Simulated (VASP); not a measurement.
A run of VASP 6.6.1:

Contents of INCAR:

```
PREC = Accurate ; ENCUT = 520
EDIFF = 1E-7 ; ISMEAR = 0
SIGMA = 0.1 ; LREAL = False
LASPH = True ; NELM = 100
ALGO = Normal ; ISIF = 2
LWAVE = False ; LCHARG = False
GGA = PE ; NBANDS = 21
```

The input KPOINTS:

```
Automatic mesh
0
Gamma
  8 8 8
```

Contents of POSCAR:

```
BaSi4
1.0
    5.4671678173      0.0000000000      0.0000000000
    0.0000000000      5.4671678173      0.0000000000
    0.0000000000      0.0000000000      4.4884670257
Ba Si
1 4
Direct
    0.5000000000      0.5000000000      0.0000000000
    0.2986500242      0.0000000000      0.5000000000
    0.7013499758      0.0000000000      0.5000000000
    0.0000000000      0.2986500242      0.5000000000
    0.0000000000      0.7013499758      0.5000000000
```

Potentials or basis: VASP PAW PBE potentials, release 64 (Ba_sv, Si).

Launch:

```bash
$ cat potpaw_PBE.64/Ba_sv/POTCAR potpaw_PBE.64/Si/POTCAR > POTCAR
$ mpirun -np 1 vasp_std > vasp.out
```

Hardware: 1 thread of Intel(R) Xeon(R) 6975P-C (Granite Rapids), on a shared host.

Estimate the wall time of this run.

Wall time 88 s on 1 thread of Intel(R) Xeon(R) 6975P-C (Granite Rapids), on a shared host, peak memory 0.36 GiB. Counts: scf iterations 16, k points 75.
